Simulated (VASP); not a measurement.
# La (Pm-3m) in VASP: further runs

La is run at these levels: LDA; tasks: single point.

All numbers are computed with VASP 6.6.1; they aren't measurements. Logs are shortened: lines on timing, memory, paths and dates and some standing lists are left out, and cuts for length are marked.

### Step 1. The cell of the first run

Symmetry: Pm-3m, No. 221, cubic system. The conventional cell has a = 2.881 Å, b = 2.881 Å, c = 2.881 Å, α = 90.00°, β = 90.00°, γ = 90.00°. Within 3.8 Å of La (site symmetry m-3m) lie 6 La at 2.88 Å.

### Step 2. Single point, LDA

Contents of INCAR:

```
PREC = Accurate
ENCUT = 520
EDIFF = 1E-6
ISMEAR = 0
SIGMA = 0.05
LREAL = F
LASPH = T
NELM = 100
ALGO = Normal
ISIF = 2
LWAVE = F
LCHARG = F
NBANDS = 12
```

Contents of KPOINTS:

```
Automatic mesh
0
Gamma
  13 13 13
```

Contents of POSCAR:

```
La
1.0
    2.8812631467      0.0000000000      0.0000000000
    0.0000000000      2.8812631467      0.0000000000
    0.0000000000      0.0000000000      2.8812631467
La
1
Direct
    0.0000000000      0.0000000000      0.0000000000
```

Potentials or basis: VASP PAW LDA potentials, release 64 (La).

Command:

```console
$ cat potpaw_LDA.64/La/POTCAR > POTCAR
$ mpirun -np 1 vasp_std > vasp.out
```

OUTCAR:

```text
PREC = Accurate
   ENCUT = 520
   EDIFF = 1E-6
   ISMEAR = 0
   LREAL = F
   LASPH = T
   NELM = 100
   ISIF = 2

 ion  position               nearest neighbor table
   1  0.000  0.000  0.000-

  LATTYP: Found a simple cubic cell.
 ALAT       =     2.8812631467

  Lattice vectors:

 A1 = (   2.8812631467,   0.0000000000,   0.0000000000)
 A2 = (   0.0000000000,   2.8812631467,   0.0000000000)
 A3 = (   0.0000000000,   0.0000000000,   2.8812631467)

Analysis of symmetry for initial positions (statically):
=====================================================================
 Subroutine PRICEL returns:
 Original cell was already a primitive cell.

 Routine SETGRP: Setting up the symmetry group for a
 simple cubic supercell.

 Subroutine GETGRP returns: Found 48 space group operations
 (whereof 48 operations were pure point group operations)
 out of a pool of 48 trial point group operations.

The static configuration has the point symmetry O_h .

Analysis of symmetry for dynamics (positions and initial velocities):
=====================================================================
 Subroutine PRICEL returns:
 Original cell was already a primitive cell.

 Routine SETGRP: Setting up the symmetry group for a
 simple cubic supercell.

 Subroutine GETGRP returns: Found 48 space group operations
 (whereof 48 operations were pure point group operations)
 out of a pool of 48 trial point group operations.

The dynamic configuration has the point symmetry O_h .

 Subroutine INISYM returns: Found 48 space group operations
 (whereof 48 operations are pure point group operations),
 and found     1 'primitive' translations

----------------------------------------------------------------------------------------

                                     Primitive cell

  volume of cell :      23.9193

  direct lattice vectors                    reciprocal lattice vectors
     2.881263147  0.000000000  0.000000000     0.347070000  0.000000000  0.000000000
     0.000000000  2.881263147  0.000000000     0.000000000  0.347070000  0.000000000
     0.000000000  0.000000000  2.881263147     0.000000000  0.000000000  0.347070000

  length of vectors
     2.881263147  2.881263147  2.881263147     0.347070000  0.347070000  0.347070000

  position of ions in fractional coordinates (direct lattice)
     0.000000000  0.000000000  0.000000000

  ion indices of the primitive-cell ions
   primitive index   ion index
                 1           1

----------------------------------------------------------------------------------------

 KPOINTS: Automatic mesh

Automatic generation of k-mesh.
 Grid dimensions read from file:
 generate k-points for:   13   13   13

 Generating k-lattice:

  Cartesian coordinates                     Fractional coordinates (reciprocal lattice)
     0.026697692  0.000000000  0.000000000     0.076923077  0.000000000  0.000000000
     0.000000000  0.026697692  0.000000000     0.000000000  0.076923077  0.000000000
     0.000000000  0.000000000  0.026697692     0.000000000  0.000000000  0.076923077

  Length of vectors
     0.026697692  0.026697692  0.026697692

  Shift w.r.t. Gamma in fractional coordinates (k-lattice)
     0.000000000  0.000000000  0.000000000

 Subroutine IBZKPT returns following result:
 ===========================================

 Found     84 irreducible k-points:

 Following reciprocal coordinates:
            Coordinates               Weight
  0.000000  0.000000  0.000000      1.000000
  0.076923  0.000000  0.000000      6.000000
  0.153846  0.000000  0.000000      6.000000
  0.230769  0.000000  0.000000      6.000000
  0.307692  0.000000  0.000000      6.000000
  0.384615  0.000000  0.000000      6.000000
[... 16 lines left out ...]
  0.307692  0.307692  0.000000     12.000000
  0.384615  0.307692  0.000000     24.000000
 [... further k-points ...]
   k-points           NKPTS =     84   k-points in BZ     NKDIM =     84   number of bands    NBANDS=     12
   number of dos      NEDOS =    301   number of ions     NIONS =      1
   total plane-waves  NPLWV =  13824
   dimension x,y,z NGX =    24 NGY =   24 NGZ =   24
   dimension x,y,z NGXF=    48 NGYF=   48 NGZF=   48
   ions per type =               1
   NGX,Y,Z   is equivalent  to a cutoff of  13.85, 13.85, 13.85 a.u.
   NGXF,Y,Z  is equivalent  to a cutoff of  27.70, 27.70, 27.70 a.u.
 SYSTEM =  unknown system
   PREC   = accura    normal or accurate (medium, high low for compatibility)
   ISTART =      0    job   : 0-new  1-cont  2-samecut
   ICHARG =      2    charge: 1-file 2-atom 10-const
   ISPIN  =      1    spin polarized calculation?
   LNONCOLLINEAR =      F non collinear calculations
   LSORBIT =      F    spin-orbit coupling
   LASPH  =      T    aspherical Exc in radial PAW
   ENCUT  =  520.0 eV  38.22 Ry    6.18 a.u.   5.36  5.36  5.36*2*pi/ulx,y,z
   NELM   =    100;   NELMIN=  2; NELMDL= -5     # of ELM steps
   EDIFF  = 0.1E-05   stopping-criterion for ELM
   LREAL  =      F    real-space projection
   EDIFFG = 0.1E-04   stopping-criterion for IOM
   NSW    =      0    number of steps for IOM
   IBRION =     -1    ionic relax: 0-MD 1-quasi-New 2-CG
   NFREE  =      0    steps in history (QN), initial steepest desc. (CG)
   ISIF   =      2    stress and relaxation
   ISYM   =      2    0-nonsym 1-usesym 2-fastsym
   POTIM  = 0.5000    time-step for ionic-motion
   TEBEG  =    0.0;   TEEND  =   0.0 temperature during run
   PSTRESS=    0.0 pullay stress
   NELECT =      11.0000    total number of electrons
   NUPDOWN=      -1.0000    fix difference up-down
   EMIN   =  10.00;   EMAX   =-10.00  energy-range for DOS
   EFERMI =   0.00;   METHOD = LEGACY
   ISMEAR =     0;   SIGMA  =   0.05  broadening in eV -4-tet -1-fermi 0-gaus
   EFERMI_NEDOS =   21; number of points for ismear=-14 and -15
   IALGO  =     38    algorithm
   IMIX   =      4    mixing-type and parameters
     AMIX     =   0.40;   BMIX     =  1.00
     AMIX_MAG =   1.60;   BMIX_MAG =  1.00
  volume/ion in A,a.u.               =      23.92       161.42
  Fermi-wavevector in a.u.,A,eV,Ry     =   1.263638  2.387930 21.725537  1.596782
  Thomas-Fermi vector in A             =   2.396985
   LORBIT       =      0    0 simple, 1 ext, 2 COOP (PROOUT), +10 PAW based schemes
   GGA     = CA    functional components
   LHFCALC =     F    Hartree Fock is set to
   AEXX    =    0.0000 exact exchange contribution
   IVDW    =     0    specifies the selected vdW correction
   LEPSILON=     F    determine dielectric tensor
   LRPA    =     F    only Hartree local field effects (RPA)
 non-spin polarized calculation
 Gauss-broadening in eV      SIGMA  =   0.05
  energy-cutoff  :      520.00
  volume of cell :       23.92
 maximum number of plane-waves:       660
 NGX is ok and might be reduce to    24
   NGX = 11   NGY = 11   NGZ = 11

 number of electron      10.9999999 magnetization

 Free energy of the ion-electron system (eV)
  ---------------------------------------------------
  ext. energy  EPLUGINS =         0.00000000
  ---------------------------------------------------
  free energy    TOTEN  =        -4.84266307 eV

  energy without entropy =       -4.84063420  energy(sigma->0) =       -4.84164864

 E-fermi :  12.7166     XC(G=0): -11.6067

 val. band max:       12.6984975092   @ k =   0.3077   0.2308   0.0769
 cond. band min:      12.7286409801   @ k =   0.3077   0.1538   0.0000
 fundamental gap:      0.0301434709
 Fermi energy:        12.7166268408

 k-point     1 :       0.0000    0.0000    0.0000
  band No.  band energies     occupation
      1     -20.7139      2.00000
      2      -1.4917      2.00000
      3      -1.4917      2.00000
      4      -1.4917      2.00000
      5      10.6445      2.00000
      6      10.6445      2.00000
      7      10.7466      2.00000
      8      15.2668      0.00000
      9      15.2668      0.00000
     10      15.2668      0.00000
     11      15.9100      0.00000
     12      15.9100      0.00000

 k-point     2 :       0.0769    0.0000    0.0000
  band No.  band energies     occupation
      1     -20.6682      2.00000
      2      -1.8954      2.00000
      3      -1.4574      2.00000
      4      -1.4574      2.00000
      5      10.7002      2.00000
      6      10.7788      2.00000
      7      11.2667      2.00000
      8      15.2243      0.00000
      9      15.2811      0.00000
     10      15.2811      0.00000
     11      15.8652      0.00000
     12      15.9145      0.00000

 k-point     3 :       0.1538    0.0000    0.0000
  band No.  band energies     occupation
      1     -20.5383      2.00000
      2      -2.8853      2.00000
      3      -1.3607      2.00000
      4      -1.3607      2.00000
      5      10.8628      2.00000
      6      11.0055      2.00000
      7      12.7430      0.45620
      8      15.0977      0.00000
      9      15.3232      0.00000
     10      15.3232      0.00000
     11      15.7319      0.00000
     12      15.9292      0.00000
[... 286 lines left out ...]
 k-point    23 :       0.3077    0.3077    0.0000
  band No.  band energies     occupation
      1     -19.5456      2.00000
      2      -4.6388      2.00000
      3      -4.5983      2.00000
      4      -0.6562      2.00000
      5      10.8465      2.00000
      6      12.5830      1.99984
      7      14.5888      0.00000
      8      15.2057      0.00000
      9      15.3866      0.00000
     10      15.6811      0.00000
     11      15.7991      0.00000
     12      16.0558      0.00000

 k-point    24 :       0.3846    0.3077    0.0000
  band No.  band energies     occupation
      1     -19.3538      2.00000
      2      -5.4356      2.00000
      3      -4.4382      2.00000
      4      -0.5292      2.00000
      5      10.0895      2.00000
      6      12.9512      0.00000
      7      14.4389      0.00000
      8      15.1385      0.00000
      9      15.5898      0.00000
     10      15.6108      0.00000
     11      15.9343      0.00000
     12      16.0210      0.00000

 [... further k-points ...]

------------------------ aborting loop because EDIFF is reached ----------------------------------------

  FORCE on cell =-STRESS in cart. coord.  units (eV):
  Direction    XX          YY          ZZ          XY          YZ          ZX
  --------------------------------------------------------------------------------------
  -------------------------------------------------------------------------------------
  Total        2.2179627      2.2179627      2.2179627      0.0000000      0.0000000     -0.0000000
  in kB      148.5648433    148.5648433    148.5648433      0.0000000      0.0000000     -0.0000000
  external PRESSURE =     148.5648433 kB  Pullay stress =       0.0000000 kB

 VOLUME and BASIS-vectors are now :
 -----------------------------------------------------------------------------
  energy-cutoff  :      520.00
  volume of cell :       23.92
      direct lattice vectors                 reciprocal lattice vectors
     2.881263147  0.000000000  0.000000000     0.347070000  0.000000000  0.000000000
     0.000000000  2.881263147  0.000000000     0.000000000  0.347070000  0.000000000
     0.000000000  0.000000000  2.881263147     0.000000000  0.000000000  0.347070000

 POSITION                                       TOTAL-FORCE (eV/Angst)
 -----------------------------------------------------------------------------------
      0.00000      0.00000      0.00000         0.000000      0.000000      0.000000
 -----------------------------------------------------------------------------------
    total drift:                               -0.000000      0.000000      0.000000

  FREE ENERGIE OF THE ION-ELECTRON SYSTEM (eV)
  ---------------------------------------------------
  free  energy   TOTEN  =        -4.8426630742 eV

  energy  without entropy=       -4.8406341984  energy(sigma->0) =       -4.84164864
```

It took 6.3 s on 1 thread of Intel Xeon 6975P-C (Granite Rapids), shared host; peak memory 0.15 GiB.

What came out:

| Quantity | Value |
| --- | --- |
| Free energy | -4.8427 eV |
| Pressure | 14.9 GPa |

Levels at points of the mesh, in eV from the Fermi level:
```tsv
k point	band 3	band 4	band 5	band 6	band 7	band 8
(0.00, 0.00, 0.00)	-14.21	-14.21	-2.07	-2.07	-1.97	2.55
```

Caveat: spin-orbit coupling is left out, which moves the levels of the heavy elements.

[end of part 1 of 2]
